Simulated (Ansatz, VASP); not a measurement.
Pt: VASP beside Ansatz

```xyz
4
Lattice="3.9952 0.0000 0.0000 -1.9976 3.4600 0.0000 0.0000 0.0000 6.6441" Properties=species:S:1:pos:R:3 pbc="T T T"
Pt    0.0000    2.3067    2.8842
Pt    1.9976    1.1533    6.2063
Pt    1.9976    1.1533    3.7599
Pt    0.0000    2.3067    0.4378
```

Alike in both runs: functional PBEsol; k mesh 6 × 6 × 4; occupations gaussian, width 0.1 eV; no spin polarisation.

Ansatz relaxed the structure, and its values are those at the end. VASP's run is a single point on that final structure, the one shown.

```csv
,VASP,Ansatz
version,VASP 6.6.1,Ansatz 0.2.0
potentials or method,"VASP PAW PBE potentials, release 64 (Pt), cutoff 520 eV","scalar-relativistic, plane waves, PAW"
valence electrons in the cell,40,72
```

|  | VASP | Ansatz | Ansatz less VASP |
| --- | --- | --- | --- |
| gap on the k mesh at the Fermi level (eV) | none | none | - |
| pressure (GPa) | -0.3 | 0.2 | +0.45 |
| rms of the force components (eV/Å) | 0.003 | 0.001 | -0.0019 |

VASP's potentials were made for PBE, not for PBEsol. A gap of «none» marks a metal or a gap that the smearing closes. VASP's potentials hold 40 valence electrons a cell and Ansatz's 72, so a difference there can come from the potentials and not from the codes.

Spin-orbit coupling is off throughout.
